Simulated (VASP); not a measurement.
# SnO (P4/nmm) in VASP: a series of runs

The runs below take SnO through single point, with LDA.

Everything below comes from runs of VASP 6.6.1. Logs are shortened: lines on timing, memory, paths and dates and some standing lists are left out, and cuts for length are marked.

### Step 1. The cell of the first run

The structure is tetragonal, space group P4/nmm (No. 129). Conventional cell: a = 3.943 Å, b = 3.943 Å, c = 4.469 Å, α = 90.00°, β = 90.00°, γ = 90.00°. Sn (site symmetry 4mm) has 4 O at 2.26 Å within 3.0 Å. O (site symmetry -4m2) has 4 Sn at 2.26 Å and 4 O at 2.79 Å within 3.0 Å.

### Step 2. Single point, LDA

Input file INCAR:

```
PREC     = Accurate       # precision mode
ENCUT    = 520            # plane-wave cutoff, eV
EDIFF    = 1E-7           # SCF threshold, eV
ISMEAR   = 0              # smearing method
SIGMA    = 0.15           # smearing width, eV
LREAL    = F              # projectors in reciprocal space
LASPH    = T              # aspherical terms in the spheres
NELM     = 100            # most SCF steps
ALGO     = Normal         # electronic algorithm
ISIF     = 2              # what is computed and relaxed
LWAVE    = F              # write WAVECAR
LCHARG   = T              # write CHGCAR
LELF     = T              # ELF
LVHAR    = T            
NBANDS   = 28             # bands
```

Input file KPOINTS:

```
regular mesh
0
Gamma
  10 10 8
```

Input file POSCAR:

```
SnO
1.0
    3.9427000000      0.0000000000      0.0000000000
    0.0000000000      3.9427000000      0.0000000000
    0.0000000000      0.0000000000      4.4691000000
Sn O
2 2
Direct
    0.0000000000      0.5000000000      0.2457459271
    0.5000000000      0.0000000000      0.7542540729
    0.0000000000      0.0000000000      0.0000000000
    0.5000000000      0.5000000000      0.0000000000
```

Potentials or basis: VASP PAW LDA potentials, release 64 (Sn_d, O).

Started as:

```
> cat potpaw_LDA.64/Sn_d/POTCAR potpaw_LDA.64/O/POTCAR > POTCAR
> mpirun -np 1 vasp_std > vasp.out
```

OUTCAR:

```text
PREC = Accurate
   ENCUT = 520
   EDIFF = 1E-7
   ISMEAR = 0
   LREAL = F
   LASPH = T
   NELM = 100
   ISIF = 2

 ion  position               nearest neighbor table
   1  0.000  0.500  0.246-   3 2.26   4 2.26   3 2.26   4 2.26   2 3.55   2 3.55   2 3.55   2 3.55
                             2 3.60   2 3.60   2 3.60   2 3.60
   2  0.500  0.000  0.754-   3 2.26   4 2.26   4 2.26   3 2.26   1 3.55   1 3.55   1 3.55   1 3.55
                             1 3.60   1 3.60   1 3.60   1 3.60
   3  0.000  0.000  0.000-   1 2.26   2 2.26   1 2.26   2 2.26
   4  0.500  0.500  0.000-   1 2.26   2 2.26   2 2.26   1 2.26

  LATTYP: Found a simple tetragonal cell.
 ALAT       =     3.9427000000
 C/A-ratio  =     1.1335125675

  Lattice vectors:

 A1 = (   3.9427000000,   0.0000000000,   0.0000000000)
 A2 = (   0.0000000000,   3.9427000000,   0.0000000000)
 A3 = (   0.0000000000,   0.0000000000,   4.4691000000)

Analysis of symmetry for initial positions (statically):
=====================================================================
 Subroutine PRICEL returns:
 Original cell was already a primitive cell.

 Routine SETGRP: Setting up the symmetry group for a
 simple tetragonal supercell.

 Subroutine GETGRP returns: Found 16 space group operations
 (whereof  8 operations were pure point group operations)
 out of a pool of 16 trial point group operations.

The static configuration has the point symmetry D_2d.
 The point group associated with its full space group is D_4h.

Analysis of symmetry for dynamics (positions and initial velocities):
=====================================================================
 Subroutine PRICEL returns:
 Original cell was already a primitive cell.

 Routine SETGRP: Setting up the symmetry group for a
 simple tetragonal supercell.

 Subroutine GETGRP returns: Found 16 space group operations
 (whereof  8 operations were pure point group operations)
 out of a pool of 16 trial point group operations.

The dynamic configuration has the point symmetry D_2d.
 The point group associated with its full space group is D_4h.

 Subroutine INISYM returns: Found 16 space group operations
 (whereof  8 operations are pure point group operations),
 and found     1 'primitive' translations

----------------------------------------------------------------------------------------

                                     Primitive cell
[... 88 lines left out ...]
   ICHARG =      2    charge: 1-file 2-atom 10-const
   ISPIN  =      1    spin polarized calculation?
   LNONCOLLINEAR =      F non collinear calculations
   LSORBIT =      F    spin-orbit coupling
   LASPH  =      T    aspherical Exc in radial PAW
   ENCUT  =  520.0 eV  38.22 Ry    6.18 a.u.   7.33  7.33  8.31*2*pi/ulx,y,z
   NELM   =    100;   NELMIN=  2; NELMDL= -5     # of ELM steps
   EDIFF  = 0.1E-06   stopping-criterion for ELM
   LREAL  =      F    real-space projection
   EDIFFG = 0.1E-05   stopping-criterion for IOM
   NSW    =      0    number of steps for IOM
   IBRION =     -1    ionic relax: 0-MD 1-quasi-New 2-CG
   NFREE  =      0    steps in history (QN), initial steepest desc. (CG)
   ISIF   =      2    stress and relaxation
   ISYM   =      2    0-nonsym 1-usesym 2-fastsym
   POTIM  = 0.5000    time-step for ionic-motion
   TEBEG  =    0.0;   TEEND  =   0.0 temperature during run
   PSTRESS=    0.0 pullay stress
   NELECT =      40.0000    total number of electrons
   NUPDOWN=      -1.0000    fix difference up-down
   EMIN   =  10.00;   EMAX   =-10.00  energy-range for DOS
   EFERMI =   0.00;   METHOD = LEGACY
   ISMEAR =     0;   SIGMA  =   0.15  broadening in eV -4-tet -1-fermi 0-gaus
   EFERMI_NEDOS =   21; number of points for ismear=-14 and -15
   IALGO  =     38    algorithm
   IMIX   =      4    mixing-type and parameters
     AMIX     =   0.40;   BMIX     =  1.00
     AMIX_MAG =   1.60;   BMIX_MAG =  1.00
  volume/ion in A,a.u.               =      17.37       117.20
  Fermi-wavevector in a.u.,A,eV,Ry     =   1.361943  2.573699 25.237299  1.854889
  Thomas-Fermi vector in A             =   2.488476
   LORBIT       =      0    0 simple, 1 ext, 2 COOP (PROOUT), +10 PAW based schemes
   GGA     = CA    functional components
   LHFCALC =     F    Hartree Fock is set to
   AEXX    =    0.0000 exact exchange contribution
   IVDW    =     0    specifies the selected vdW correction
   LEPSILON=     F    determine dielectric tensor
   LRPA    =     F    only Hartree local field effects (RPA)
 non-spin polarized calculation
 Gauss-broadening in eV      SIGMA  =   0.15
  energy-cutoff  :      520.00
  volume of cell :       69.47
 maximum number of plane-waves:      1894
 NGX is ok and might be reduce to    30

 number of electron      39.9999986 magnetization

 Free energy of the ion-electron system (eV)
  ---------------------------------------------------
  ext. energy  EPLUGINS =         0.00000000
  ---------------------------------------------------
  free energy    TOTEN  =       -25.58416216 eV

  energy without entropy =      -25.58394883  energy(sigma->0) =      -25.58405549

 E-fermi :   6.6749     XC(G=0): -10.7598

 val. band max:        6.4114939917   @ k =   0.1000   0.1000   0.0000
 cond. band min:       6.8222061026   @ k =   0.5000   0.5000   0.0000
 fundamental gap:      0.4107121109
 Fermi energy:         6.6749437591

 k-point     1 :       0.0000    0.0000    0.0000
  band No.  band energies     occupation
      1     -14.9284      2.00000
      2     -14.5736      2.00000
      3     -14.5736      2.00000
      4     -14.5325      2.00000
      5     -14.5219      2.00000
      6     -14.5204      2.00000
[... 733 lines left out ...]
     27      14.1257      0.00000
     28      15.8773      0.00000

 [... further k-points ...]
[... 5 lines left out ...]
  --------------------------------------------------------------------------------------
  -------------------------------------------------------------------------------------
  Total       -3.4529057     -3.4529057     -0.3977076      0.0000000      0.0000000      0.0000000
  in kB      -79.6320258    -79.6320258     -9.1720605      0.0000000      0.0000000      0.0000000
  external PRESSURE =     -56.1453707 kB  Pullay stress =       0.0000000 kB

 VOLUME and BASIS-vectors are now :
 -----------------------------------------------------------------------------
  energy-cutoff  :      520.00
  volume of cell :       69.47
      direct lattice vectors                 reciprocal lattice vectors
     3.942700000  0.000000000  0.000000000     0.253633297  0.000000000  0.000000000
     0.000000000  3.942700000  0.000000000     0.000000000  0.253633297  0.000000000
     0.000000000  0.000000000  4.469100000     0.000000000  0.000000000  0.223758699

 POSITION                                       TOTAL-FORCE (eV/Angst)
 -----------------------------------------------------------------------------------
      0.00000      1.97135      1.09826        -0.000000      0.000000     -0.225309
      1.97135      0.00000      3.37084         0.000000      0.000000      0.225309
      0.00000      0.00000      0.00000        -0.000000      0.000000      0.000000
      1.97135      1.97135      0.00000         0.000000     -0.000000      0.000000
 -----------------------------------------------------------------------------------
    total drift:                                0.000000      0.000000      0.000000

  FREE ENERGIE OF THE ION-ELECTRON SYSTEM (eV)
  ---------------------------------------------------
  free  energy   TOTEN  =       -25.5841621562 eV

  energy  without entropy=      -25.5839488337  energy(sigma->0) =      -25.58405549
```

OSZICAR:

```text
N       E                     dE             d eps       ncg     rms          rms(c)
DAV:   1     0.416220731353E+03    0.41622E+03   -0.20005E+04  6072   0.220E+03
DAV:   2     0.353573007477E+02   -0.38086E+03   -0.36609E+03  6040   0.542E+02
DAV:   3    -0.260777270011E+02   -0.61435E+02   -0.60153E+02  6800   0.181E+02
DAV:   4    -0.290781295651E+02   -0.30004E+01   -0.29852E+01  6752   0.427E+01
DAV:   5    -0.291512677694E+02   -0.73138E-01   -0.73128E-01  6404   0.727E+00    0.113E+01
DAV:   6    -0.257547673711E+02    0.33965E+01   -0.16665E+01  9516   0.462E+01    0.529E+00
DAV:   7    -0.256402543650E+02    0.11451E+00   -0.21578E+00  6884   0.881E+00    0.241E+00
DAV:   8    -0.255977641754E+02    0.42490E-01   -0.35615E-01  6632   0.371E+00    0.765E-01
DAV:   9    -0.255838147999E+02    0.13949E-01   -0.45703E-02  9696   0.204E+00    0.232E-01
DAV:  10    -0.255846581104E+02   -0.84331E-03   -0.74485E-03  8688   0.766E-01    0.157E-01
DAV:  11    -0.255841430023E+02    0.51511E-03   -0.23739E-03  9048   0.427E-01    0.195E-02
DAV:  12    -0.255841635609E+02   -0.20559E-04   -0.25107E-04  6076   0.967E-02    0.241E-02
DAV:  13    -0.255841622342E+02    0.13267E-05   -0.20372E-05  8296   0.361E-02    0.515E-03
DAV:  14    -0.255841621562E+02    0.78004E-07   -0.80849E-07  8172   0.901E-03
   1 F= -.25584162E+02 E0= -.25584055E+02  d E =-.213322E-03
```

It took 1.8 min on 1 thread of AMD EPYC 9R45 (Zen 5), shared host; peak memory 0.24 GiB.

Results:

```
Free energy            : -25.5842 eV
Pressure               : -5.6 GPa
Largest force          : 0.225 eV/Å
Band gap on the k mesh : 0.41 eV, indirect (least direct gap 1.64 eV)
```

Forces in eV/Å, atoms in the order of the input:
```
Sn   0.000  0.000 -0.225
Sn   0.000  0.000  0.225
O    0.000  0.000  0.000
O    0.000  0.000  0.000
```

Caveat: spin-orbit coupling is left out, which moves the levels of the heavy elements. Expect the measured gap to be larger: semilocal functionals such as LDA lack the derivative discontinuity.

### Step 3. Single point, LDA

This run uses another cell than the first one, of the same volume but with other edges.

Input file INCAR:

```
SYSTEM = SnO
  PREC = Accurate
  ENCUT = 520
  EDIFF = 1E-6
  ISMEAR = 0
  SIGMA = 0.15
  LREAL = .False.
  LASPH = .True.
  NELM = 80
  ALGO = Normal
  ISIF = 2
  LWAVE = .False.
  LCHARG = .False.
  NBANDS = 28
```

Input file KPOINTS:

```
Automatic mesh
0
Gamma
  10 10 8
  0 0 0
```

Input file POSCAR:

```
SnO
1.0
    4.0306000000      0.0000000000      0.0000000000
    0.0000000000      4.0306000000      0.0000000000
    0.0000000000      0.0000000000      4.2829000000
Sn O
2 2
Direct
    0.0000000000      0.5000000000      0.2457459271
    0.5000000000      0.0000000000      0.7542540729
    0.0000000000      0.0000000000      0.0000000000
    0.5000000000      0.5000000000      0.0000000000
```

Potentials or basis: VASP PAW LDA potentials, release 64 (Sn_d, O).

Started as:

```
> cat potpaw_LDA.64/Sn_d/POTCAR potpaw_LDA.64/O/POTCAR > POTCAR
> mpirun -np 1 vasp_std > vasp.out
```

It took 89 s on 1 thread of AMD EPYC 9R45 (Zen 5), shared host; peak memory 0.24 GiB.

It converged, with:

* Free energy: -25.4164 eV
* Pressure: -6.6 GPa
* Largest force: 0.126 eV/Å
* Band gap on the k mesh: 0.62 eV, indirect (least direct gap 1.47 eV)

Forces on the atoms (eV/Å):
```
Sn   0.000  0.000 -0.126
Sn   0.000  0.000  0.126
O    0.000  0.000  0.000
O    0.000  0.000  0.000
```

Stress tensor (GPa, compression positive):
```
-10.01   0.00   0.00
  0.00 -10.01   0.00
  0.00   0.00   0.25
```

Levels at points of the mesh, in eV from the valence-band top:
```
           k point  band 17  band 18  band 19  band 20  band 21  band 22  band 23  band 24
(0.00, 0.00, 0.00)    -2.74    -2.74    -2.49    -0.37     2.45     4.86     4.86     5.72
(0.50, 0.00, 0.00)    -3.71    -3.71    -1.61    -1.61     3.92     3.92     5.97     5.97
(0.50, 0.50, 0.00)    -2.04    -2.04    -0.85    -0.85     0.62     0.62     5.82     5.82
(0.00, 0.00, 0.50)    -2.74    -2.71    -2.38    -0.54     1.19     2.97     2.97     3.00
(0.50, 0.00, 0.50)    -4.12    -4.12    -0.74    -0.74     3.26     3.26     5.25     5.25
(0.50, 0.50, 0.50)    -2.28    -2.28    -2.04    -2.04     3.44     3.44     5.15     5.15
```

Caveat: spin-orbit coupling is left out, which moves the levels of the heavy elements. As with any semilocal functional, this LDA gap is likely too small.

### Step 4. Single point, LDA

This run uses another cell than the first one, of 18.09 Å³/atom, 1.042 times its volume.

INCAR, as its differences from that of step 3:

```diff
@@ -8,3 +8,3 @@
   LASPH = .True.
-  NELM = 80
+  NELM = 100
   ALGO = Normal
@@ -13,2 +13,3 @@
   LCHARG = .False.
+  GGA = CA
   NBANDS = 28
```

Input file KPOINTS:

```
regular mesh
0
Gamma
  10 10 8
  0 0 0
```

Input file POSCAR:

```
SnO
1.0
    3.9427000000      0.0000000000      0.0000000000
    0.0000000000      3.9427000000      0.0000000000
    0.0000000000      0.0000000000      4.6553197995
Sn O
2 2
Direct
    0.0000000000      0.5000000000      0.2457459271
    0.5000000000      0.0000000000      0.7542540729
    0.0000000000      0.0000000000      0.0000000000
    0.5000000000      0.5000000000      0.0000000000
```

Started as:

```
> cat potpaw_LDA.64/Sn_d/POTCAR potpaw_LDA.64/O/POTCAR > POTCAR
> mpirun -np 1 vasp_std > vasp.out
```

Run time: 1.7 min. Hardware: 1 thread of AMD EPYC 9R45 (Zen 5), shared host; peak memory 0.24 GiB.

The run converged. Its results:

```yaml
Free_energy: -25.5343 eV
Pressure: -8.2 GPa
Largest_force: 0.812 eV/Å
Band_gap_on_the_k_mesh: 0.32 eV, indirect (least direct gap 1.77 eV)
```

Forces on the atoms (eV/Å):
```
Sn   0.000  0.000 -0.812
Sn   0.000  0.000  0.812
O    0.000  0.000  0.000
O    0.000  0.000  0.000
```

Stress tensor (GPa, compression positive):
```
-9.85  0.00  0.00
 0.00 -9.85  0.00
 0.00  0.00 -4.87
```

Levels at points of the mesh, in eV from the valence-band top:
```
           k point  band 18  band 19  band 20  band 21  band 22  band 23
(0.00, 0.00, 0.00)    -2.65    -2.65    -0.07     2.18     4.60     4.60
(0.50, 0.00, 0.00)    -4.14    -2.14    -2.14     3.47     3.47     5.75
(0.50, 0.50, 0.00)    -2.00    -1.46    -1.46     0.32     0.32     4.90
(0.00, 0.00, 0.50)    -2.67    -2.67    -1.35     1.53     2.89     2.89
(0.50, 0.00, 0.50)    -4.13    -1.20    -1.20     2.94     2.94     5.20
(0.50, 0.50, 0.50)    -2.46    -2.00    -2.00     2.77     2.77     4.50
```

Caveat: spin-orbit coupling is left out, which moves the levels of the heavy elements. A k mesh can miss the band edges.

### Step 5. Overview

```tsv
cell	gap on the mesh (eV)	pressure (GPa)	largest force (eV/Å)
a = 3.943, b = 3.943, c = 4.469 Å, 4 atoms	0.41	-5.6	0.23
a = 4.031, b = 4.031, c = 4.283 Å, 4 atoms	0.62	-6.6	0.13
a = 3.943, b = 3.943, c = 4.655 Å, 4 atoms	0.32	-8.2	0.81
```

Alike in all rows: task single point; level LDA; potentials or basis VASP PAW LDA potentials, release 64 (Sn_d, O); no spin polarisation; k mesh 10 × 10 × 8; cutoff (eV) 520; smearing gaussian 0.15 eV.

Caveats: spin-orbit coupling is left out, which moves the levels of the heavy elements.

Total energies depend on the potentials used, so only differences within one code and one set of settings carry meaning.
